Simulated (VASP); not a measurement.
# BiIr: single point with r2SCAN

The system is BiIr.

```
CELL_PARAMETERS angstrom
0.00000 3.06513 3.06513
3.06513 0.00000 3.06513
3.06513 3.06513 0.00000
ATOMIC_POSITIONS crystal
Ir 0.00000 0.00000 0.00000
Bi 0.25000 0.25000 0.25000
```

```
Program             : VASP 6.6.1
Task                : single point
Functional          : r2SCAN
Potentials or basis : VASP PAW PBE potentials, release 64 (Ir, Bi_d)
Cutoff              : 520 eV
k mesh              : 10 × 10 × 10
Occupations         : gaussian, width 0.05 eV
Spin                : no spin polarisation
```

| Quantity | Value |
| --- | --- |
| Pressure | -2.1 GPa |
| Band gap on the k mesh | zero (band 12 reaches 7.73 eV, above the bottom of band 13 at 4.56 eV) |

Levels at points of the mesh, in eV from the Fermi level:
```tsv
k point	band 10	band 11	band 12	band 13	band 14	band 15
(0.00, 0.00, 0.00)	-1.70	-1.70	2.60	5.05	5.05	5.05
(0.50, 0.00, 0.00)	-1.60	-1.60	-1.36	2.61	2.61	3.99
(0.50, 0.50, 0.00)	-1.67	-1.59	-1.40	0.05	0.05	5.16
```

It took 53 s on 1 thread of Intel(R) Xeon(R) 6975P-C (Granite Rapids), on a shared host, peak memory 0.22 GiB.

Caveat: the PAW data sets were made with another functional, which shifts forces and pressure a little; spin-orbit coupling is left out, which moves the levels of the heavy elements.
